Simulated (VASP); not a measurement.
# SiC (Moissanite) (P6_3mc) in VASP: relaxation of shape and atoms at fixed volume with r2SCAN

Aim: the relaxation of shape and atoms at fixed volume of SiC (Moissanite) with r2SCAN.

Program: VASP 6.6.1. These are calculated values, not measurements. Logs are shortened: lines on timing, memory, paths and dates and some standing lists are left out, and cuts for length are marked.

## Step 1: The cell of the first run

It takes space group P6_3mc (No. 186, hexagonal). Conventional cell: a = 3.135 Å, b = 3.135 Å, c = 5.148 Å, α = 90.00°, β = 90.00°, γ = 120.00°. Within 2.5 Å of Si (site symmetry 3m) lie 4 C at 1.92 to 1.93 Å. C (site symmetry 3m) has 4 Si at 1.92 to 1.93 Å within 2.5 Å.

## Step 2: Relaxation of shape and atoms at fixed volume, r2SCAN (volume scaled by 1.06)

POSCAR reads:

```
SiC
1.0
    3.1353089574      0.0000000000      0.0000000000
   -1.5676544787      2.7152572058      0.0000000000
    0.0000000000      0.0000000000      5.1484832704
Si C
2 2
Direct
    0.3333333333      0.6666666667      0.0046226564
    0.6666666667      0.3333333333      0.5046226564
    0.3333333333      0.6666666667      0.3803773436
    0.6666666667      0.3333333333      0.8803773436
```

INCAR.step1 reads:

```
PREC     = Accurate       # precision mode
ENCUT    = 600            # plane-wave cutoff, eV
ISMEAR   = 0              # smearing method
SIGMA    = 0.02           # smearing width, eV
LREAL    = F              # projectors in reciprocal space
LASPH    = T              # aspherical terms in the spheres
NELM     = 60             # most SCF steps
GGA      = PE             # functional
ALGO     = Normal         # electronic algorithm
EDIFF    = 1E-4           # SCF threshold, eV
LWAVE    = T              # write WAVECAR
LCHARG   = F              # write CHGCAR
```

INCAR.step2 reads:

```
PREC     = Accurate       # precision mode
ENCUT    = 600            # plane-wave cutoff, eV
EDIFF    = 1E-6           # SCF threshold, eV
ISMEAR   = 0              # smearing method
SIGMA    = 0.02           # smearing width, eV
LREAL    = F              # projectors in reciprocal space
LASPH    = T              # aspherical terms in the spheres
NELM     = 60             # most SCF steps
ALGO     = Normal         # electronic algorithm
ISIF     = 4              # what is computed and relaxed
LWAVE    = F              # write WAVECAR
LCHARG   = F              # write CHGCAR
METAGGA  = R2SCAN         # meta-GGA
LMIXTAU  = T            
IBRION   = 2              # ionic algorithm
NSW      = 50             # ionic steps
EDIFFG   = -0.01          # ionic threshold
ISTART   = 1
```

KPOINTS reads:

```
regular mesh
0
Gamma
  9 9 6
```

Potentials or basis: VASP PAW PBE potentials, release 64 (Si, C).

The run is started by

```bash
$ cat potpaw_PBE.64/Si/POTCAR potpaw_PBE.64/C/POTCAR > POTCAR
$ cp INCAR.step1 INCAR
$ mpirun -np 1 vasp_std > vasp.out
$ cp INCAR.step2 INCAR
$ mpirun -np 1 vasp_std > vasp.out
```

OUTCAR:

```text
PREC = Accurate
   ENCUT = 600
   EDIFF = 1E-6
   ISMEAR = 0
   LREAL = F
   LASPH = T
   NELM = 60
   ISIF = 4
   METAGGA = R2SCAN
   IBRION = 2
   NSW = 50
   EDIFFG = -0.01
   ISTART = 1

 ion  position               nearest neighbor table
   1  0.333  0.667  0.005-   4 1.92   4 1.92   4 1.92   3 1.93   2 3.15   2 3.15   2 3.15   2 3.15
                             2 3.15   2 3.15
   2  0.667  0.333  0.505-   3 1.92   3 1.92   3 1.92   4 1.93   1 3.15   1 3.15   1 3.15   1 3.15
                             1 3.15   1 3.15
   3  0.333  0.667  0.380-   2 1.92   2 1.92   2 1.92   1 1.93
   4  0.667  0.333  0.880-   1 1.92   1 1.92   1 1.92   2 1.93

  LATTYP: Found a hexagonal cell.
 ALAT       =     3.1353089574
 C/A-ratio  =     1.6420975860

  Lattice vectors:

 A1 = (   3.1353089574,   0.0000000000,   0.0000000000)
 A2 = (  -1.5676544787,   2.7152572058,   0.0000000000)
 A3 = (   0.0000000000,   0.0000000000,   5.1484832704)

Analysis of symmetry for initial positions (statically):
=====================================================================
 Subroutine PRICEL returns:
 Original cell was already a primitive cell.

 Routine SETGRP: Setting up the symmetry group for a
 hexagonal supercell.

 Subroutine GETGRP returns: Found 12 space group operations
 (whereof  6 operations were pure point group operations)
 out of a pool of 24 trial point group operations.

The static configuration has the point symmetry C_3v.
 The point group associated with its full space group is C_6v.

Analysis of symmetry for dynamics (positions and initial velocities):
=====================================================================
 Subroutine PRICEL returns:
 Original cell was already a primitive cell.

 Routine SETGRP: Setting up the symmetry group for a
 hexagonal supercell.

 Subroutine GETGRP returns: Found 12 space group operations
 (whereof  6 operations were pure point group operations)
 out of a pool of 24 trial point group operations.

The dynamic configuration has the point symmetry C_3v.
 The point group associated with its full space group is C_6v.

 Subroutine INISYM returns: Found 12 space group operations
 (whereof  6 operations are pure point group operations),
 and found     1 'primitive' translations

[... 164 lines left out ...]
      direct lattice vectors                 reciprocal lattice vectors
     3.135308957  0.000000000  0.000000000     0.318947834  0.184144618  0.000000000
    -1.567654479  2.715257206  0.000000000     0.000000000  0.368289235  0.000000000
     0.000000000  0.000000000  5.148483270     0.000000000  0.000000000  0.194231961

 POSITION                                       TOTAL-FORCE (eV/Angst)
 -----------------------------------------------------------------------------------
     -0.00000      1.81017      0.02380         0.000000     -0.000000     -0.012247
      1.56765      0.90509      2.59804         0.000000      0.000000     -0.012247
     -0.00000      1.81017      1.95837         0.000000      0.000000      0.012247
      1.56765      0.90509      4.53261        -0.000000     -0.000000      0.012247
 -----------------------------------------------------------------------------------
    total drift:                               -0.000000     -0.000000     -0.000068

  FREE ENERGIE OF THE ION-ELECTRON SYSTEM (eV)
  ---------------------------------------------------
  free  energy   TOTEN  =       -38.5432298698 eV

  energy  without entropy=      -38.5432298698  energy(sigma->0) =      -38.54322987

--------------------------------------- Ionic step        2  -------------------------------------------

 number of electron      16.0000000 magnetization

 Free energy of the ion-electron system (eV)
  ---------------------------------------------------
  ext. energy  EPLUGINS =         0.00000000
  ---------------------------------------------------
  free energy    TOTEN  =       -38.54323219 eV

  energy without entropy =      -38.54323219  energy(sigma->0) =      -38.54323219

 E-fermi :   7.5841     XC(G=0): -11.6697

 val. band max:        7.4972656609   @ k =   0.0000   0.0000   0.0000
 cond. band min:      10.2414392353   @ k =   0.3333   0.3333   0.0000
 fundamental gap:      2.7441735744
 Fermi energy:         7.5840956623

 k-point     1 :       0.0000    0.0000    0.0000
  band No.  band energies     occupation
      1      -8.3902      2.00000
      2      -4.9846      2.00000
      3      -1.1638      2.00000
      4       6.1464      2.00000
      5       6.1464      2.00000
      6       7.3907      2.00000
      7       7.4973      2.00000
      8       7.4973      2.00000
      9      12.3717      0.00000
     10      13.5960      0.00000
     11      14.3318      0.00000
     12      14.3318      0.00000
[... 331 lines left out ...]
 k-point    24 :       0.3333    0.3333    0.1667
  band No.  band energies     occupation
      1      -3.9963      2.00000
      2      -3.9963      2.00000
      3       0.5932      2.00000
      4       0.5932      2.00000
      5       1.0054      2.00000
      6       3.3767      2.00000
      7       4.1192      2.00000
      8       4.1192      2.00000
      9      10.8044      0.00000
     10      15.2051      0.00000
     11      15.2051      0.00000
     12      15.9912      0.00000

 [... further k-points ...]
[... 5 lines left out ...]
  --------------------------------------------------------------------------------------
  -------------------------------------------------------------------------------------
  Total       -3.3056086     -3.3056086     -3.3528487      0.0000000      0.0000000      0.0000000
  in kB     -120.8346217   -120.8346217   -122.5614585      0.0000000      0.0000000      0.0000000
  external PRESSURE =    -121.4102340 kB  Pullay stress =       0.0000000 kB

 VOLUME and BASIS-vectors are now :
 -----------------------------------------------------------------------------
  energy-cutoff  :      600.00
  volume of cell :       43.83
      direct lattice vectors                 reciprocal lattice vectors
     3.134734422  0.000000000 -0.000000000     0.319006291  0.184178368  0.000000000
    -1.567367211  2.714759644  0.000000000     0.000000000  0.368356736  0.000000000
    -0.000000000  0.000000000  5.150370675     0.000000000  0.000000000  0.194160782

 POSITION                                       TOTAL-FORCE (eV/Angst)
 -----------------------------------------------------------------------------------
     -0.00000      1.80984      0.02322        -0.000000     -0.000000      0.008511
      1.56737      0.90492      2.59840        -0.000000      0.000000      0.008511
     -0.00000      1.80984      1.95968         0.000000      0.000000     -0.008511
      1.56737      0.90492      4.53486         0.000000      0.000000     -0.008511
 -----------------------------------------------------------------------------------
    total drift:                               -0.000000     -0.000000      0.004039

  FREE ENERGIE OF THE ION-ELECTRON SYSTEM (eV)
  ---------------------------------------------------
  free  energy   TOTEN  =       -38.5432321948 eV

  energy  without entropy=      -38.5432321948  energy(sigma->0) =      -38.54323219

 reached required accuracy - stopping structural energy minimisation
```

Run time: 3.8 min. Hardware: 1 thread of AMD EPYC 7R43 (Zen 3), shared host; peak memory 0.15 GiB.

Results:

```yaml
Free_energy: -38.5432 eV
Energy_gained_by_relaxing: 0.0 meV/atom
Ionic_steps: 2
Pressure_after_relaxing: -12.1 GPa
Largest_force_after_relaxing: 0.009 eV/Å
Band_gap_on_the_k_mesh: 2.74 eV, indirect (least direct gap 4.39 eV)
```

Forces in eV/Å, atoms in the order of the input:
```
Si   0.000  0.000  0.009
Si   0.000  0.000  0.009
C    0.000  0.000 -0.009
C    0.000  0.000 -0.009
```

Final structure:
```cif
data_structure
_symmetry_space_group_name_H-M 'P 1'
_symmetry_Int_Tables_number 1
_cell_length_a 3.1347
_cell_length_b 3.1347
_cell_length_c 5.1504
_cell_angle_alpha 90.000
_cell_angle_beta 90.000
_cell_angle_gamma 120.000
_cell_volume 43.83
loop_
_atom_site_label
_atom_site_type_symbol
_atom_site_fract_x
_atom_site_fract_y
_atom_site_fract_z
_atom_site_occupancy
Si1 Si 0.33333 0.66667 0.00451 1
Si2 Si 0.66667 0.33333 0.50451 1
C1 C 0.33333 0.66667 0.38049 1
C2 C 0.66667 0.33333 0.88049 1
```

Caveat: the PAW data sets were made with another functional, which shifts forces and pressure a little. A k mesh can miss the band edges.
